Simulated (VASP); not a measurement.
A run of VASP 6.6.1:

Contents of INCAR:

```
  ALGO = Normal
  EDIFF = 1E-6
  ENCUT = 500
  GGA = PE
  GGA_COMPAT = F
  ISIF = 2
  ISMEAR = -1
  LASPH = T
  LCHARG = F
  LMAXMIX = 6
  LREAL = F
  LWAVE = F
  NBANDS = 28
  NELM = 200
  PREC = Accurate
  SIGMA = 0.1
```

KPOINTS

```
k-points
0
Gamma
  4 4 4
```

The input POSCAR:

```
NaLa3
1.0
    5.2563000000      0.0000000000      0.0000000000
    0.0000000000      5.2563000000      0.0000000000
    0.0000000000      0.0000000000      5.2563000000
Na La
1 3
Direct
    0.0000000000      0.0000000000      0.0000000000
    0.5000000000      0.0000000000      0.5000000000
    0.0000000000      0.5000000000      0.5000000000
    0.5000000000      0.5000000000      0.0000000000
```

Potentials or basis: VASP PAW PBE potentials, release 64 (Na_pv, La).

Run with:

```sh
$ cat potpaw_PBE.64/Na_pv/POTCAR potpaw_PBE.64/La/POTCAR > POTCAR
$ mpirun -np 1 vasp_std > vasp.out
```

Hardware: 1 thread of Intel(R) Xeon(R) 6975P-C (Granite Rapids), with other jobs on the host.

**Question.** How long does it take, and how much memory?

**Answer.** It took 29 s on 1 thread of Intel(R) Xeon(R) 6975P-C (Granite Rapids) (shared host), peak memory 0.26 GiB. Counts: scf iterations 13, k points 10.
